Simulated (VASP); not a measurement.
# CuO: single point with LDA

Crystal: CuO.

```
Cu O
1.0
     4.04269    0.00000    0.00000
     0.00000    4.04269    0.00000
     0.00000    0.00000    3.80717
Cu O
3 3
Direct
  0.50000 0.00000 0.50000
  0.00000 0.50000 0.50000
  0.00000 0.00000 0.00000
  0.00000 0.00000 0.50000
  0.50000 0.00000 0.00000
  0.00000 0.50000 0.00000
```

```
Program                : VASP 6.6.1
Task                   : single point
Functional             : LDA
Potentials or basis    : VASP PAW LDA potentials, release 64 (Cu, O)
Cutoff                 : 520 eV
k mesh                 : 7 × 7 × 7
Occupations            : fermi-dirac, width 0.05 eV
Spin                   : no spin polarisation
Dipole correction      : no
Further INCAR settings : ALGO = Normal; EDIFF = 1e-07; NBANDS = 34
```

- Pressure: 0.9 GPa

Stress tensor (GPa, compression positive):
```
0.51 0.00 0.00
0.00 0.51 0.00
0.00 0.00 1.57
```

Levels at points of the mesh, in eV from the Fermi level:
| k point | band 24 | band 25 | band 26 | band 27 | band 28 | band 29 |
| --- | --- | --- | --- | --- | --- | --- |
| (0.00, 0.00, 0.00) | -1.64 | -1.64 | -1.60 | -1.44 | 1.48 | 6.47 |

Wall time 78 s on 1 thread of AMD EPYC 9R45 96-Core Processor (Zen 5), with other jobs on the host, peak memory 0.15 GiB.

Caveat: an odd number of electrons without spin polarisation forces a metal; a magnetic or distorted state may lie lower; semilocal functionals often make such compounds metallic where correlation or magnetic order opens a gap, which also shifts bond lengths. With open d or f shells a metallic result of LDA can be an artefact of self-interaction; +U or a hybrid may open a gap.
